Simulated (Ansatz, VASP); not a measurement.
# Two plane-wave programs on In2S

```
In S
1.0
     3.89989    0.00000    0.00000
     0.00000    2.93770    4.40284
     0.00000   -2.93770    4.40284
In S
2 1
Direct
  0.00000 0.22607 0.22607
  0.00000 0.64726 0.64726
  0.50000 0.43665 0.43665
```

Alike in both runs: functional PBE; k mesh 4 × 3 × 3; occupations gaussian, width 0.15 eV; no spin polarisation.

Ansatz relaxed the structure, and its values are those at the end. VASP's run is a single point on that final structure, the one shown.

|  | VASP | Ansatz |
| --- | --- | --- |
| version | VASP 6.6.1 | Ansatz 0.2.0 |
| potentials or method | VASP PAW PBE potentials, release 64 (In_d, S), cutoff 500 eV | scalar-relativistic, plane waves, PAW |
| valence electrons in the cell | 32 | 32 |

Ansatz gave:

- gap on the k mesh at the Fermi level (eV): 0.43
- least direct gap on the mesh (eV): 0.74
- pressure (GPa): 0.0
- rms of the force components (eV/Å): 0.004

**Question.** What did VASP give for the same quantities?

**Answer.** gap on the k mesh at the Fermi level (eV): 0.43; least direct gap on the mesh (eV): 0.73; pressure (GPa): 0.0; rms of the force components (eV/Å): 0.002.

The functional is the same, so the differences come from potentials, cutoffs and numerics.

The k mesh is coarse, so the values compare programs but aren't converged.
